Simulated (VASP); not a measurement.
# Co (P6_3/mmc) in VASP: single point with PBEsol

Aim: the single point of Co with PBEsol.

Everything below comes from runs of VASP 6.6.1. Logs are shortened: lines on timing, memory, paths and dates and some standing lists are left out, and cuts for length are marked.

**1. The cell of the first run**

Symmetry: P6_3/mmc, No. 194, hexagonal system. Conventional cell: a = 2.456 Å, b = 2.456 Å, c = 4.168 Å, α = 90.00°, β = 90.00°, γ = 120.00°. Within 3.2 Å of Co (site symmetry -6m2) lie 12 Co at 2.46 to 2.52 Å.

**2. Single point, PBEsol, collinear spin, ferromagnetic start (strain +0.000 along x and y, +0.050 along z)**

The input, INCAR:

```
SYSTEM = Co
ALGO     = Normal         ! electronic algorithm
EDIFF    = 1E-6           ! SCF threshold, eV
ENCUT    = 520            ! plane-wave cutoff, eV
GGA      = PS             ! functional
ISIF     = 2              ! what is computed and relaxed
ISMEAR   = 0              ! smearing method
ISPIN    = 2              ! spin polarisation
LASPH    = .True.         ! aspherical terms in the spheres
LCHARG   = .False.        ! write CHGCAR
LMAXMIX  = 4              ! l up to which the mixer works
LORBIT   = 11             ! projections on sites
LREAL    = .False.        ! projectors in reciprocal space
LWAVE    = .False.        ! write WAVECAR
MAGMOM   = 1.8 1.8        ! initial moments
NBANDS   = 20             ! bands
NELM     = 150            ! most SCF steps
PREC     = Accurate       ! precision mode
SIGMA    = 0.15           ! smearing width, eV
```

The input, KPOINTS:

```
k-points
0
Gamma
  30 30 16
  0 0 0
```

The input, POSCAR:

```
Co
1.0
    2.4564223074      0.0000000000      0.0000000000
   -1.2282111537      2.1273241206      0.0000000000
    0.0000000000      0.0000000000      4.1678842905
Co
2
Direct
    0.3333333333      0.6666666667      0.2500000000
    0.6666666667      0.3333333333      0.7500000000
```

Potentials or basis: VASP PAW PBE potentials, release 64 (Co).

Run with:

```
$ cat potpaw_PBE.64/Co/POTCAR > POTCAR
$ mpirun -np 1 vasp_std > vasp.out
```

OUTCAR:

```text
SYSTEM = Co
   EDIFF = 1E-6
   ENCUT = 520
   GGA = PS
   ISIF = 2
   ISMEAR = 0
   ISPIN = 2
   LASPH = .True.
   LORBIT = 11
   LREAL = .False.
   NELM = 150
   PREC = Accurate

 ion  position               nearest neighbor table
   1  0.333  0.667  0.250-   2 2.52   2 2.52   2 2.52   2 2.52   2 2.52   2 2.52
   2  0.667  0.333  0.750-   1 2.52   1 2.52   1 2.52   1 2.52   1 2.52   1 2.52

  LATTYP: Found a hexagonal cell.
 ALAT       =     2.4564223074
 C/A-ratio  =     1.6967295395

  Lattice vectors:

 A1 = (   2.4564223074,   0.0000000000,   0.0000000000)
 A2 = (  -1.2282111537,   2.1273241206,   0.0000000000)
 A3 = (   0.0000000000,   0.0000000000,   4.1678842905)

Analysis of symmetry for initial positions (statically):
=====================================================================
 Subroutine PRICEL returns:
 Original cell was already a primitive cell.

 Routine SETGRP: Setting up the symmetry group for a
 hexagonal supercell.

 Subroutine GETGRP returns: Found 24 space group operations
 (whereof 12 operations were pure point group operations)
 out of a pool of 24 trial point group operations.

The static configuration has the point symmetry D_3d.
 The point group associated with its full space group is D_6h.

Analysis of symmetry for dynamics (positions and initial velocities):
=====================================================================
 Subroutine PRICEL returns:
 Original cell was already a primitive cell.

 Routine SETGRP: Setting up the symmetry group for a
 hexagonal supercell.

 Subroutine GETGRP returns: Found 24 space group operations
 (whereof 12 operations were pure point group operations)
 out of a pool of 24 trial point group operations.

The dynamic configuration has the point symmetry D_3d.
 The point group associated with its full space group is D_6h.

Analysis of structural, dynamic, and magnetic symmetry:
=====================================================================
 Subroutine PRICEL returns:
 Original cell was already a primitive cell.

 Routine SETGRP: Setting up the symmetry group for a
 hexagonal supercell.

 Subroutine GETGRP returns: Found 24 space group operations
 (whereof 12 operations were pure point group operations)
 out of a pool of 24 trial point group operations.

The overall configuration has the point symmetry D_3d.
 The point group associated with its full space group is D_6h.

 Subroutine INISYM returns: Found 24 space group operations
 (whereof 12 operations are pure point group operations),
 and found     1 'primitive' translations

----------------------------------------------------------------------------------------

[... 112 lines left out ...]
     AMIX_MAG =   1.60;   BMIX_MAG =  1.00
  volume/ion in A,a.u.               =      10.89        73.49
  Fermi-wavevector in a.u.,A,eV,Ry     =   1.536320  2.903223 32.113527  2.360278
  Thomas-Fermi vector in A             =   2.642985
   LORBIT       =     11    0 simple, 1 ext, 2 COOP (PROOUT), +10 PAW based schemes
   GGA     = PS    functional components
   LHFCALC =     F    Hartree Fock is set to
   AEXX    =    0.0000 exact exchange contribution
   IVDW    =     0    specifies the selected vdW correction
   LEPSILON=     F    determine dielectric tensor
   LRPA    =     F    only Hartree local field effects (RPA)
 spin polarized calculation
 Gauss-broadening in eV      SIGMA  =   0.15
  energy-cutoff  :      520.00
  volume of cell :       21.78
 maximum number of plane-waves:       610
   NGX =  9   NGY =  9   NGZ = 15

 number of electron      17.9999984 magnetization       3.2269427

 Free energy of the ion-electron system (eV)
  ---------------------------------------------------
  ext. energy  EPLUGINS =         0.00000000
  ---------------------------------------------------
  free energy    TOTEN  =       -15.41214422 eV

  energy without entropy =      -15.39034455  energy(sigma->0) =      -15.40124439

 E-fermi :  10.0491     XC(G=0): -13.5558

 val. band max:       10.0490698514   @ k =   0.4000   0.0000   0.3125
 cond. band min:      10.0493184132   @ k =   0.2333   0.0667   0.1875
 fundamental gap:      0.0002485619
 Fermi energy:        10.0491138801

 spin component 1

 k-point     1 :       0.0000    0.0000    0.0000
  band No.  band energies     occupation
      1       1.0668      1.00000
      2       4.8284      1.00000
      3       7.1946      1.00000
      4       7.4804      1.00000
      5       7.4804      1.00000
      6       7.7404      1.00000
[... 541 lines left out ...]
     19      33.9837      0.00000
     20      37.0081      0.00000

 [... further k-points ...]

 spin component 2

 k-point     1 :       0.0000    0.0000    0.0000
  band No.  band energies     occupation
      1       1.1306      1.00000
      2       5.7371      1.00000
      3       8.7589      1.00000
      4       9.0858      1.00000
      5       9.0858      1.00000
      6       9.3890      1.00000
[... 541 lines left out ...]
     19      34.4349      0.00000
     20      37.3739      0.00000

 [... further k-points ...]
[... 5 lines left out ...]
  --------------------------------------------------------------------------------------
  -------------------------------------------------------------------------------------
  Total       -0.8406793     -0.8406793     -2.6582557      0.0000000      0.0000000      0.0000000
  in kB      -61.8427191    -61.8427191   -195.5487246      0.0000000      0.0000000      0.0000000
  external PRESSURE =    -106.4113876 kB  Pullay stress =       0.0000000 kB

 VOLUME and BASIS-vectors are now :
 -----------------------------------------------------------------------------
  energy-cutoff  :      520.00
  volume of cell :       21.78
      direct lattice vectors                 reciprocal lattice vectors
     2.456422307  0.000000000  0.000000000     0.407096124  0.235037057  0.000000000
    -1.228211154  2.127324121  0.000000000     0.000000000  0.470074113  0.000000000
     0.000000000  0.000000000  4.167884290     0.000000000  0.000000000  0.239929885

 POSITION                                       TOTAL-FORCE (eV/Angst)
 -----------------------------------------------------------------------------------
     -0.00000      1.41822      1.04197        -0.000000      0.000000      0.000000
      1.22821      0.70911      3.12591         0.000000     -0.000000      0.000000
 -----------------------------------------------------------------------------------
    total drift:                               -0.000000     -0.000000     -0.000000

  FREE ENERGIE OF THE ION-ELECTRON SYSTEM (eV)
  ---------------------------------------------------
  free  energy   TOTEN  =       -15.4121442220 eV

  energy  without entropy=      -15.3903445509  energy(sigma->0) =      -15.40124439

 total charge

# of ion       s       p       d       tot
------------------------------------------
    1        0.488   0.522   7.255   8.265
    2        0.488   0.522   7.255   8.265
--------------------------------------------------
tot          0.977   1.044  14.510  16.531

 magnetization (x)

# of ion       s       p       d       tot
------------------------------------------
    1       -0.014  -0.049   1.692   1.628
    2       -0.014  -0.049   1.692   1.628
--------------------------------------------------
tot         -0.028  -0.099   3.384   3.257
```

Wall time 4.1 min (1 thread of Intel Xeon 6975P-C (Granite Rapids), shared host); peak memory 0.55 GiB.

What came out:

| Property | Result |
| --- | --- |
| Free energy | -15.4121 eV |
| Pressure | -10.6 GPa |
| Net moment | 3.23 μB per cell |
| Site moments | Co +1.63 μB |
| Valence electrons inside the program's atomic spheres | Co 8.27 |

Levels at points of the mesh, in eV from the Fermi level:
Spin up:
```
           k point  band 9  band 10  band 11  band 12  band 13  band 14
(0.00, 0.00, 0.00)   -1.79    -0.87    -0.87    -0.67     5.59    22.50
(0.50, 0.00, 0.00)   -0.56    -0.45     1.36     3.41     9.28     9.94
(0.00, 0.00, 0.50)   -1.17    -1.17    -1.17    -1.17    13.68    13.68
(0.50, 0.00, 0.50)   -0.50    -0.50     1.57     1.57     7.30     7.30
```
Spin down:
```csv
k point,band 3,band 4,band 5,band 6,band 7,band 8,band 9,band 10,band 11,band 12
"(0.00, 0.00, 0.00)",-1.29,-0.96,-0.96,-0.66,-0.66,-0.66,0.01,0.01,1.03,1.03
"(0.50, 0.00, 0.00)",-3.27,-1.66,-1.19,-0.92,-0.80,1.20,1.28,1.40,2.54,4.35
"(0.00, 0.00, 0.50)",-1.75,-1.75,-0.98,-0.98,-0.98,-0.98,0.70,0.70,0.70,0.70
"(0.50, 0.00, 0.50)",-2.49,-2.49,0.02,0.02,0.27,0.27,1.35,1.35,2.18,2.18
```

Caveat: the cell differs from its parent crystal (strain +0.000 along x and y, +0.050 along z); the stress differs along the axes, from -20 to -6 GPa; the PAW data sets were made with another functional, which shifts forces and pressure a little.
